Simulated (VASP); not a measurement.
Input of a VASP 6.6.1 run:

Contents of POSCAR:

```
HfO2
1.0
    3.3968621167      0.0638430009     -0.1269459184
    0.0638430009      3.4516159010     -0.0310689490
   -0.1845258866     -0.0451611634      4.9348392082
Hf O
2 4
Direct
    0.4991775239      0.5055977213      0.4999264685
    0.0081710497      0.0001851969     -0.0047561420
   -0.0088138269      0.4954879384      0.6935840736
    0.4932947410     -0.0003420532      0.8000662644
    0.5077660980      0.0018918584      0.3077866463
    0.0004044144      0.4971793382      0.2033926893
```

File INCAR.step1:

```
SYSTEM = HfO2
PREC     = Accurate       ! precision mode
ENCUT    = 520            ! plane-wave cutoff, eV
ISMEAR   = 0              ! smearing method
SIGMA    = 0.05           ! smearing width, eV
LREAL    = .FALSE.        ! projectors in reciprocal space
LASPH    = .TRUE.         ! aspherical terms in the spheres
NELM     = 100            ! most SCF steps
NBANDS   = 31             ! bands
GGA      = PE             ! functional
ALGO     = Normal         ! electronic algorithm
EDIFF    = 1E-4           ! SCF threshold, eV
LWAVE    = .TRUE.         ! write WAVECAR
LCHARG   = .FALSE.        ! write CHGCAR
```

Contents of INCAR.step2:

```
SYSTEM = HfO2
PREC     = Accurate       ! precision mode
ENCUT    = 520            ! plane-wave cutoff, eV
EDIFF    = 1E-6           ! SCF threshold, eV
ISMEAR   = 0              ! smearing method
SIGMA    = 0.05           ! smearing width, eV
LREAL    = .FALSE.        ! projectors in reciprocal space
LASPH    = .TRUE.         ! aspherical terms in the spheres
NELM     = 100            ! most SCF steps
ALGO     = Normal         ! electronic algorithm
ISIF     = 2              ! what is computed and relaxed
LWAVE    = .FALSE.        ! write WAVECAR
LCHARG   = .TRUE.         ! write CHGCAR
METAGGA  = R2SCAN         ! meta-GGA
LMIXTAU  = .TRUE.       
LELF     = .TRUE.         ! ELF
LVHAR    = .TRUE.       
NBANDS   = 31             ! bands
ISTART   = 1
```

File KPOINTS:

```
regular mesh
0
G
  6 6 6
  0 0 0
```

Potentials or basis: VASP PAW PBE potentials, release 64 (Hf_pv, O).

Command:

```sh
$ cat potpaw_PBE.64/Hf_pv/POTCAR potpaw_PBE.64/O/POTCAR > POTCAR
$ cp INCAR.step1 INCAR
$ mpirun -np 1 vasp_std > vasp.out
$ cp INCAR.step2 INCAR
$ mpirun -np 1 vasp_std > vasp.out
```

Problem. What does it give for the largest force?

Solution. 3.487 eV/Å.

Problem. Predict the band gap on the k mesh.

Solution. 5.45 eV (least direct gap 5.55 eV).

Forces on the atoms (eV/Å):
```
Hf  -2.407  0.115 -0.890
Hf   0.570 -0.405  1.307
O    2.678  0.002  2.233
O   -0.561 -0.010 -0.758
O    0.306 -0.377 -1.201
O   -0.587  0.674 -0.690
```

Caveat: the cell differs from its parent crystal (atoms moved at random and the cell strained at random); the PAW data sets were made with another functional, which shifts forces and pressure a little; spin-orbit coupling is left out, which moves the levels of the heavy elements. A k mesh can miss the band edges.
